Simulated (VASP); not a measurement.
A run of VASP 6.6.1 is set up as follows.

File INCAR:

```
SYSTEM = Ti
PREC = Accurate ; ENCUT = 520
EDIFF = 1E-7 ; ISMEAR = -1
SIGMA = 0.05 ; LREAL = .False.
LASPH = .True. ; NELM = 60
ALGO = Normal ; ISIF = 2
LWAVE = .False. ; LCHARG = .True.
GGA = PS ; LELF = .True.
LVHAR = .True. ; NBANDS = 19
```

The input KPOINTS:

```
regular mesh
0
Gamma
  8 8 5
  0 0 0
```

The input POSCAR:

```
Ti
1.0
    2.9020006161      0.0000000000      0.0000000000
   -1.4510003081      2.5132062554      0.0000000000
    0.0000000000      0.0000000000      4.5892726802
Ti
2
Direct
    0.3333333333      0.6666666667      0.2500000000
    0.6666666667      0.3333333333      0.7500000000
```

Potentials or basis: VASP PAW PBE potentials, release 64 (Ti_sv).

Run with:

```bash
$ cat potpaw_PBE.64/Ti_sv/POTCAR > POTCAR
$ mpirun -np 1 vasp_std > vasp.out
```

(1) Estimate the pressure.

(2) Estimate the band gap on the k mesh.

Results:

(1) -0.3 GPa.

(2) zero (bands 12 and 13 overlap by 0.99 eV).

Caveat: the PAW data sets were made with another functional, which shifts forces and pressure a little.
